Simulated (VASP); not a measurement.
CuO2: single point with PBEsol

Crystal: CuO2.

```
Cu O
1.0
     1.46912   -5.41918    0.00000
     1.46912    5.41918    0.00000
     0.00000    0.00000    4.34342
Cu O
2 4
Cartesian
  1.4691 3.6064 3.2576
  1.4691 -3.6064 1.0859
  1.4691 -3.1320 3.2576
  1.4691 3.1320 1.0859
  1.4691 -0.5580 3.2576
  1.4691 0.5580 1.0859
```

```json
{
 "Program": "VASP 6.6.1",
 "Task": "single point",
 "Functional": "PBEsol",
 "Potentials or basis": "VASP PAW PBE potentials, release 64 (Cu_sv_GW, O)",
 "Cutoff": "700 eV",
 "k mesh": "8 × 8 × 5",
 "Occupations": "fermi-dirac, width 0.05 eV",
 "Spin": "no spin polarisation"
}
```

- Pressure: -20.0 GPa
- Largest force: 1.142 eV/Å
- Band gap on the k mesh: zero (band 31 reaches 1.80 eV, above the bottom of band 32 at 1.48 eV)

Forces on the atoms (eV/Å):
```
Cu   0.000  0.003  0.000
Cu   0.000 -0.003  0.000
O    0.000  1.142  0.000
O    0.000 -1.142  0.000
O    0.000 -1.092  0.000
O    0.000  1.092  0.000
```

Stress tensor (GPa, compression positive):
```
-24.87   0.00   0.00
  0.00 -20.62   0.00
  0.00   0.00 -14.39
```

Levels at points of the mesh, in eV from the Fermi level:
```
           k point  band 28  band 29  band 30  band 31  band 32  band 33  band 34  band 35
(0.00, 0.00, 0.00)    -1.36    -1.04    -0.98    -0.58     0.02     0.70     0.99     5.21
(0.50, 0.00, 0.00)    -1.74    -1.73    -1.56    -1.32     0.33     0.41     0.52     9.16
(0.50, 0.50, 0.00)    -1.38    -1.14    -1.13    -0.89     0.35     0.84     0.97     6.63
```

It took 7.2 min on 1 thread of Intel(R) Xeon(R) Platinum 8375C CPU @ 2.90GHz (Ice Lake), on a shared host, peak memory 0.44 GiB.

Caveat: the PAW data sets were made with another functional, which shifts forces and pressure a little; semilocal functionals often make such compounds metallic where correlation or magnetic order opens a gap, which also shifts bond lengths. With open d or f shells a metallic result of PBEsol can be an artefact of self-interaction; +U or a hybrid may open a gap.
